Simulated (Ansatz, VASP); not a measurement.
One calculation of TlBr, two programs

```
Tl Br
1.0
     4.11461    0.00000    0.00000
     0.00000    4.11461    0.00000
     0.00000    0.00000    4.11461
Tl Br
1 1
Direct
  0.00000 0.00000 0.00000
  0.50000 0.50000 0.50000
```

Alike in both runs: functional PBE; k mesh 7 × 7 × 7; occupations fermi-dirac, width 0.02 eV; no spin polarisation.

Ansatz relaxed the structure, and its values are those at the end. VASP's run is a single point on that final structure, the one shown.

```csv
,VASP,Ansatz
version,VASP 6.6.1,Ansatz 0.2.0
potentials or method,"VASP PAW PBE potentials, release 64 (Tl_d, Br), cutoff 500 eV","all-electron LAPW, non-relativistic"
```

```csv
,VASP,Ansatz,Ansatz less VASP
gap on the k mesh at the Fermi level (eV),2.43,1.44,-0.989
pressure (GPa),-0.8,0.0,+0.86
```

One of these differences is far larger than is usual between the two programs; its cause wasn't traced. Ansatz ran all-electron here, and VASP with PAW potentials.

Spin-orbit coupling is off throughout.
